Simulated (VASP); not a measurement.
Here is a VASP 6.6.1 calculation.

Contents of INCAR:

```
SYSTEM = Fe2Pt
ALGO = Normal ; EDIFF = 1E-6
ENCUT = 520 ; GGA = PE
ISIF = 2 ; ISMEAR = 0
ISPIN = 2 ; LASPH = .True.
LCHARG = .False. ; LMAXMIX = 4
LORBIT = 11 ; LREAL = .False.
LWAVE = .False. ; MAGMOM = 4 4 4 4 0 0
NBANDS = 39 ; NELM = 150
PREC = Accurate ; SIGMA = 0.1
```

KPOINTS

```
k-points
0
Gamma
  6 6 2
  0 0 0
```

Contents of POSCAR:

```
Fe2Pt
1.0
    2.6843123275     -0.0000000029      0.0000000000
   -1.3421561612      2.3246826688      0.0000000000
    0.0000000000      0.0000000000     13.0483583492
Fe Pt
4 2
Direct
    0.3333333333      0.6666666667      0.9201223392
    0.3333333333      0.6666666667      0.5798776608
    0.6666666667      0.3333333333      0.0798776608
    0.6666666667      0.3333333333      0.4201223392
    0.3333333333      0.6666666667      0.2500000000
    0.6666666667      0.3333333333      0.7500000000
```

Potentials or basis: VASP PAW PBE potentials, release 64 (Fe, Pt).

The run is started by

```sh
$ cat potpaw_PBE.64/Fe/POTCAR potpaw_PBE.64/Pt/POTCAR > POTCAR
$ mpirun -np 1 vasp_std > vasp.out
```

What does it give for the site moments?

Fe +2.81; Pt +0.21 μB.

Estimate the net moment.

11.67 μB per cell.

Estimate the pressure.

-0.4 GPa.

Stress tensor (GPa, compression positive):
```
-0.46  0.00  0.00
 0.00 -0.46  0.00
 0.00  0.00 -0.27
```

Caveat: the k points lie up to 0.45 Å⁻¹ apart.
